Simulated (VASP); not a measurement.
# Ba in VASP: notebook, part 2 of 2

VASP 6.6.1. The steps go on from the part before.

**4. Relaxation of cell and atoms, PBEsol, target pressure 20 GPa, at which the enthalpy is minimised**

Contents of INCAR:

```
SYSTEM = Ba
PREC = Accurate
ENCUT = 600
EDIFF = 1E-6
ISMEAR = -1
SIGMA = 0.05
LREAL = .FALSE.
LASPH = .TRUE.
NELM = 100
ALGO = Normal
ISIF = 3
LWAVE = .FALSE.
LCHARG = .FALSE.
GGA = PS
IBRION = 2
NSW = 60
EDIFFG = -0.01
PSTRESS = 200.0
```

Contents of KPOINTS:

```
Automatic mesh
0
G
  7 7 7
  0 0 0
```

Contents of POSCAR:

```
Ba
1.0
    0.0000000000      3.2326650028      3.2326650028
    3.2326650028      0.0000000000      3.2326650028
    3.2326650028      3.2326650028      0.0000000000
Ba
1
Direct
    0.0000000000      0.0000000000      0.0000000000
```

Launch:

```console
$ cat potpaw_PBE.64/Ba_sv/POTCAR > POTCAR
$ mpirun -np 1 vasp_std > vasp.out
```

Run time: 2.2 min. Hardware: 1 thread of Intel Xeon 6975P-C (Granite Rapids), shared host; peak memory 0.3 GiB.

Results (log left out):

| Quantity | Value |
| --- | --- |
| Free energy | -1.0123 eV |
| Relaxed volume | 27.33 Å³/atom |
| Relaxed cell | a = 3.381 Å, b = 3.381 Å, c = 3.381 Å, α = 60.00°, β = 60.00°, γ = 60.00° |
| Space group after relaxing (to 0.05 Å) | Fm-3m (No. 225) |
| Energy change on relaxing (the enthalpy is what falls) | +1099.3 meV/atom |
| Ionic steps | 16 |
| Pressure after relaxing | 19.9 GPa |
| Band gap on the k mesh | zero (band 5 reaches 6.07 eV, above the bottom of band 6 at 3.82 eV) |

Step by step:
```
step  energy change (eV)  largest force (eV/Å)  pressure (GPa)  volume (Å³)
   1              0.0000                0.0000           -0.92        67.56
   2             11.0668                0.0000          406.84        12.81
   3              0.0243                0.0000            1.71        50.17
   4              0.1714                0.0000            4.37        42.05
   5              1.1156                0.0000           20.31        27.20
   6              1.0447                0.0000           18.73        27.78
   7              1.0471                0.0000           18.77        27.76
   8              1.0543                0.0000           18.94        27.70
   9              1.0544                0.0000           18.93        27.70
  10              1.0547                0.0000           18.91        27.70
  11              1.0554                0.0000           18.96        27.69
  12              1.0568                0.0000           18.99        27.68
  13              1.0596                0.0000           19.04        27.66
  14              1.0652                0.0000           19.18        27.61
  15              1.0764                0.0000           19.44        27.52
  16              1.0993                0.0000           19.94        27.33
```

Final structure:
```
CELL_PARAMETERS angstrom
0.00000 2.39076 2.39076
2.39076 0.00000 2.39076
2.39076 2.39076 0.00000
ATOMIC_POSITIONS crystal
Ba 0.00000 0.00000 0.00000
```

Levels at points of the mesh, in eV from the Fermi level:
```csv
k point,band 3,band 4,band 5,band 6,band 7,band 8
"(0.00, 0.00, 0.00)",-11.60,-11.60,-1.53,2.37,2.37,2.37
```

Caveat: the cell is relaxed towards a set pressure, so the enthalpy falls and the energy may rise; the volume moved by over 15 % at a fixed basis, so the end points are rough; the PAW data sets were made with another functional, which shifts forces and pressure a little; spin-orbit coupling is left out, which moves the levels of the heavy elements.

**5. Single point, r2SCAN+D4 (the cell strained at random)**

Contents of POSCAR:

```
Ba
1.0
   -0.0355500000      3.2557470000      3.2238510000
    3.2032010000      0.0044410000      3.1838600000
    3.2313830000      3.2439370000     -0.0237400000
Ba
1
Direct
    0.0000000000      0.0000000000      0.0000000000
```

Contents of INCAR.step1:

```
PREC = Accurate
ENCUT = 520
ISMEAR = 1
SIGMA = 0.1
LREAL = F
LASPH = T
NELM = 60
NBANDS = 11
GGA = PE
ALGO = Normal
EDIFF = 1E-4
LWAVE = T
LCHARG = F
```

Contents of INCAR.step2:

```
PREC = Accurate
ENCUT = 520
EDIFF = 1E-6
ISMEAR = 1
SIGMA = 0.1
LREAL = F
LASPH = T
NELM = 60
ALGO = Normal
ISIF = 2
LWAVE = F
LCHARG = F
METAGGA = R2SCAN
LMIXTAU = T
IVDW = 13
VDW_S6 = 1.0
VDW_S8 = 0.6018749
VDW_A1 = 0.51559235
VDW_A2 = 5.77342911
NBANDS = 11
ISTART = 1
```

Contents of KPOINTS:

```
regular mesh
0
Gamma
  7 7 7
```

Launch:

```console
$ cat potpaw_PBE.64/Ba_sv/POTCAR > POTCAR
$ cp INCAR.step1 INCAR
$ mpirun -np 1 vasp_std > vasp.out
$ cp INCAR.step2 INCAR
$ mpirun -np 1 vasp_std > vasp.out
```

It took 3 min on 1 thread of Intel Xeon 6975P-C (Granite Rapids), shared host; peak memory 0.3 GiB.

It converged, with:

- Free energy: -26.4452 eV
- Pressure: -0.1 GPa
- Band gap on the k mesh: 0.05 eV, indirect (least direct gap 0.32 eV)
- Dispersion energy per atom: -0.043 eV

Stress tensor (GPa, compression positive):
```
-0.06  0.03  0.20
 0.03 -0.07 -0.05
 0.20 -0.05 -0.07
```

Levels at points of the mesh, in eV from the valence-band top:
```csv
k point,band 2,band 3,band 4,band 5,band 6,band 7,band 8,band 9
"(0.00, 0.00, 0.00)",-14.61,-14.61,-14.61,-2.85,1.92,1.98,2.09,3.46
```

Caveat: the cell differs from its parent crystal (the cell strained at random); the PAW data sets were made with another functional, which shifts forces and pressure a little; spin-orbit coupling is left out, which moves the levels of the heavy elements. A k mesh can miss the band edges.

**6. Single point, RPBE+D3(BJ) (volume scaled by 1.08)**

Contents of INCAR:

```
SYSTEM = Ba
  ALGO = Normal
  EDIFF = 1E-6
  ENCUT = 500
  GGA = RP
  GGA_COMPAT = .FALSE.
  ISIF = 2
  ISMEAR = -5
  IVDW = 12
  LASPH = .TRUE.
  LCHARG = .FALSE.
  LREAL = .FALSE.
  LWAVE = .FALSE.
  NBANDS = 11
  NELM = 120
  PREC = Accurate
  SIGMA = 0.05
```

Contents of KPOINTS:

```
k-points
0
G
  7 7 7
  0 0 0
```

Contents of POSCAR:

```
Ba
1.0
    4.6904763571      0.0000000000      0.0000000000
    2.3452381786      4.0620716811      0.0000000000
    2.3452381786      1.3540238937      3.8297579085
Ba
1
Direct
    0.0000000000      0.0000000000      0.0000000000
```

Potentials or basis: VASP PAW PBE potentials, release 64 (Ba_sv).

Launch:

```console
$ cat potpaw_PBE.64/Ba_sv/POTCAR > POTCAR
$ mpirun -np 1 vasp_std > vasp.out
```

Run time: 32 s. Hardware: 1 thread of AMD EPYC 7R13, shared host; peak memory 0.17 GiB.

Results (log left out):

```yaml
Free_energy: -2.6224 eV
Pressure: -4.7 GPa
Band_gap_on_the_k_mesh: 0.02 eV, indirect (least direct gap 0.30 eV)
Dispersion_energy_per_atom: -0.951 eV
```

Levels at points of the mesh, in eV from the valence-band top:
```
           k point  band 3  band 4  band 5  band 6  band 7  band 8
(0.00, 0.00, 0.00)  -14.25  -14.25   -2.67    1.65    1.65    1.65
```

Caveat: the cell differs from its parent crystal (volume scaled by 1.08); the PAW data sets were made with another functional, which shifts forces and pressure a little; spin-orbit coupling is left out, which moves the levels of the heavy elements. A k mesh can miss the band edges.

**7. Summary**

| task | level | cell | cutoff (eV) | smearing | gap on the mesh (eV) | pressure (GPa) |
| --- | --- | --- | --- | --- | --- | --- |
| relaxation of cell and atoms | PBEsol | relaxed to 5 GPa from a = 4.572 Å, angles 60.0°, 1 atom | 600 | fermi-dirac 0.05 eV | none | 5.0 |
| relaxation of cell and atoms | PBEsol | relaxed to 10 GPa from a = 4.572 Å, angles 60.0°, 1 atom | 600 | fermi-dirac 0.05 eV | none | 10.0 |
| relaxation of cell and atoms | PBEsol | relaxed to 20 GPa from a = 4.572 Å, angles 60.0°, 1 atom | 600 | fermi-dirac 0.05 eV | none | 19.9 |
| single point | r2SCAN+D4 | a = 4.582, b = 4.516, c = 4.579 Å, angles 60.2, 60.4, 60.6°, 1 atom | 520 | methfessel-paxton 0.1 eV | 0.05 | -0.1 |
| single point | RPBE+D3(BJ) | a = 4.690 Å, angles 60.0°, 1 atom | 500 | tetrahedron | 0.02 | -4.7 |

Alike in all rows: potentials or basis VASP PAW PBE potentials, release 64 (Ba_sv); no spin polarisation; k mesh 7 × 7 × 7.

Caveats: the PAW data sets were made with another functional, which shifts forces and pressure a little; spin-orbit coupling is left out, which moves the levels of the heavy elements; the cell is relaxed towards a set pressure, so the enthalpy falls and the energy may rise (some runs); the volume moved by over 15 % at a fixed basis, so the end points are rough (some runs).

Total energies depend on the potentials used, so only differences within one code and one set of settings carry meaning.
